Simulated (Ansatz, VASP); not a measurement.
B: VASP beside Ansatz

```
CELL_PARAMETERS angstrom
1.69949 0.00000 0.00000
-0.84975 1.47181 0.00000
0.00000 0.00000 8.00775
ATOMIC_POSITIONS crystal
B 0.33333 0.66667 0.25000
B 0.66667 0.33333 0.75000
```

Alike in both runs: functional r2SCAN; k mesh 9 × 9 × 6; occupations gaussian, width 0.1 eV; no spin polarisation.

Ansatz relaxed the structure, and its values are those at the end. VASP's run is a single point on that final structure, the one shown.

|  | VASP | Ansatz |
| --- | --- | --- |
| version | VASP 6.6.1 | Ansatz 0.2.0 |
| potentials or method | VASP PAW PBE potentials, release 64 (B), cutoff 550 eV | scalar-relativistic, plane waves, PAW |
| valence electrons in the cell | 6 | 6 |

Ansatz gave:

- gap on the k mesh at the Fermi level (eV): none
- pressure (GPa): 0.0

Which values does VASP return?

gap on the k mesh at the Fermi level (eV): none; pressure (GPa): 0.1.

VASP's potentials were made for PBE, not for r2SCAN. A gap of «none» marks a metal or a gap that the smearing closes. The functional is the same, so the differences come from potentials, cutoffs and numerics.

The k mesh is coarse, so the values compare programs but aren't converged.
